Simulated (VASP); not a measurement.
Crystal: HgTe.

```
Hg Te
1.0
     0.00000    3.22350    3.22350
     3.22350    0.00000    3.22350
     3.22350    3.22350    0.00000
Hg Te
1 1
Direct
  0.00000 0.00000 0.00000
  0.75000 0.75000 0.75000
```

| Property | Result |
| --- | --- |
| Program | VASP 6.6.1 |
| Task | relaxation of cell and atoms |
| Functional | PBE |
| Potentials or basis | VASP PAW PBE potentials, release 64 (Hg, Te) |
| Cutoff | 600 eV |
| k mesh | 12 × 12 × 12 |
| Occupations | gaussian, width 0.1 eV |
| Spin | no spin polarisation |

At the start: pressure 4.2 GPa; volume 33.50 Å³/atom.

Q: Where does the relaxation end?

A: Over 3 steps the energy falls by 39.3 meV/atom and the volume is 36.81 Å³/atom (+9.9 %); space group F-43m (No. 216, to 0.05 Å).

The path:
```tsv
step	energy change (eV)	largest force (eV/Å)	pressure (GPa)	volume (Å³)
1	0.0000	0.0000	4.16	66.99
2	-0.0723	0.0000	-0.91	75.78
3	-0.0785	0.0000	0.02	73.62
```

Final structure:
```yaml
crystal:
  lattice:
    - [0.00000, 3.32649, 3.32649]
    - [3.32649, 0.00000, 3.32649]
    - [3.32649, 3.32649, 0.00000]
  atoms:
    - { symbol: Hg, position: [0.00000, 0.00000, 0.00000] }
    - { symbol: Te, position: [0.75000, 0.75000, 0.75000] }
```
